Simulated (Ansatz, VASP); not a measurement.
# Two plane-wave programs on Pb

```
CELL_PARAMETERS angstrom
3.39300 0.00000 0.00000
-1.69650 2.93842 0.00000
0.00000 0.00000 5.31050
ATOMIC_POSITIONS crystal
Pb 0.33333 0.66667 0.25000
Pb 0.66667 0.33333 0.75000
```

Change from the starting cell: strain -0.025 along x and y, -0.050 along z, atoms carried along.

Alike in both runs: task single point; functional r2SCAN; k mesh 18 × 18 × 10; occupations gaussian, width 0.15 eV; no spin polarisation.

```csv
,VASP,Ansatz
version,VASP 6.6.1,Ansatz 0.2.0
potentials or method,"VASP PAW PBE potentials, release 64 (Pb_d), cutoff 520 eV","scalar-relativistic, plane waves, PAW"
valence electrons in the cell,28,28
```

|  | VASP | Ansatz | Ansatz less VASP |
| --- | --- | --- | --- |
| gap on the k mesh at the Fermi level (eV) | none | none | - |
| pressure (GPa) | 10.2 | 10.2 | -0.06 |
| traceless stress, the component that is largest in VASP (GPa) | 2.23 | 2.20 | -0.027 |

VASP's potentials were made for PBE, not for r2SCAN. A gap of «none» marks a metal or a gap that the smearing closes.

Spin-orbit coupling is off throughout.
